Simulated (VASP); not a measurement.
Wanted: the native input for a VASP 6.6.1 run.

- Task: equation of state
- Functional: PBEsol
- Potentials or basis: VASP PAW PBE potentials, release 64 (Sn_d_GW)
- Cutoff: 450 eV
- k mesh: 12 × 12 × 12
- Occupations: methfessel-paxton, width 0.1 eV
- Spin: no spin polarisation
- Tolerance level: tight
- Purpose: choice of potentials
- Eos scales: [0.91, 0.94, 0.97, 1.0, 1.03, 1.06, 1.09]
- Further INCAR settings: ALGO = Normal; EDIFF = 1e-07; NSW = 0

The structure of Sn lies in POSCAR.step2:

```
Sn
1.0
   -2.8801207477      2.8801207477      1.5666540120
    2.8801207477     -2.8801207477      1.5666540120
    2.8801207477      2.8801207477     -1.5666540120
Sn
2
Direct
    0.0000000000      0.0000000000      0.0000000000
    0.7500000000      0.2500000000      0.5000000000
```

The structure of Sn lies in POSCAR.step3:

```
Sn
1.0
   -2.9104400363      2.9104400363      1.5831463188
    2.9104400363     -2.9104400363      1.5831463188
    2.9104400363      2.9104400363     -1.5831463188
Sn
2
Direct
    0.0000000000      0.0000000000      0.0000000000
    0.7500000000      0.2500000000      0.5000000000
```

The structure of Sn lies in POSCAR.step4:

```
Sn
1.0
   -2.9401404553      2.9401404553      1.5993019889
    2.9401404553     -2.9401404553      1.5993019889
    2.9401404553      2.9401404553     -1.5993019889
Sn
2
Direct
    0.0000000000      0.0000000000      0.0000000000
    0.7500000000      0.2500000000      0.5000000000
```

The structure of Sn lies in POSCAR.step5:

```
Sn
1.0
   -2.9692526501      2.9692526501      1.6151376919
    2.9692526501     -2.9692526501      1.6151376919
    2.9692526501      2.9692526501     -1.6151376919
Sn
2
Direct
    0.0000000000      0.0000000000      0.0000000000
    0.7500000000      0.2500000000      0.5000000000
```

The structure of Sn lies in POSCAR.step6:

```
Sn
1.0
   -2.9978049079      2.9978049079      1.6306688148
    2.9978049079     -2.9978049079      1.6306688148
    2.9978049079      2.9978049079     -1.6306688148
Sn
2
Direct
    0.0000000000      0.0000000000      0.0000000000
    0.7500000000      0.2500000000      0.5000000000
```

The structure of Sn lies in POSCAR.step7:

```
Sn
1.0
   -3.0258234002      3.0258234002      1.6459095936
    3.0258234002     -3.0258234002      1.6459095936
    3.0258234002      3.0258234002     -1.6459095936
Sn
2
Direct
    0.0000000000      0.0000000000      0.0000000000
    0.7500000000      0.2500000000      0.5000000000
```

These files were run (other wordings do the same):

POSCAR.step1

```
Sn
1.0
   -2.8491493070      2.8491493070      1.5498069642
    2.8491493070     -2.8491493070      1.5498069642
    2.8491493070      2.8491493070     -1.5498069642
Sn
2
Direct
    0.0000000000      0.0000000000      0.0000000000
    0.7500000000      0.2500000000      0.5000000000
```

INCAR

```
SYSTEM = Sn
  ALGO = Normal
  EDIFF = 1E-7
  ENCUT = 450
  GGA = PS
  GGA_COMPAT = .FALSE.
  ISIF = 2
  ISMEAR = 1
  LASPH = .TRUE.
  LCHARG = .FALSE.
  LREAL = .FALSE.
  LWAVE = .FALSE.
  NELM = 120
  NSW = 0
  PREC = Accurate
  SIGMA = 0.1
```

KPOINTS

```
k-points
0
Gamma
  12 12 12
```

Potentials or basis: VASP PAW PBE potentials, release 64 (Sn_d_GW).

Command:

```console
$ cat potpaw_PBE.64/Sn_d_GW/POTCAR > POTCAR
$ cp POSCAR.step1 POSCAR
$ mpirun -np 1 vasp_std > vasp.out
$ cp POSCAR.step2 POSCAR
$ mpirun -np 1 vasp_std > vasp.out
$ cp POSCAR.step3 POSCAR
$ mpirun -np 1 vasp_std > vasp.out
$ cp POSCAR.step4 POSCAR
$ mpirun -np 1 vasp_std > vasp.out
$ cp POSCAR.step5 POSCAR
$ mpirun -np 1 vasp_std > vasp.out
$ cp POSCAR.step6 POSCAR
$ mpirun -np 1 vasp_std > vasp.out
$ cp POSCAR.step7 POSCAR
$ mpirun -np 1 vasp_std > vasp.out
```

It gave:

```
Equilibrium volume                        : 26.83 Å³/atom
Bulk modulus at fixed shape and positions : 56 GPa
Pressure derivative of the bulk modulus   : 4.9
```

Caveat: the cell was scaled at fixed shape and fractional positions, which overstates the stiffness of a crystal with free parameters, most of all of layers and chains; the PAW data sets were made with another functional, which shifts forces and pressure a little.

Wall time 9.8 min on 1 thread of AMD EPYC 9R45 (Zen 5), with other jobs on the host, peak memory 0.26 GiB.
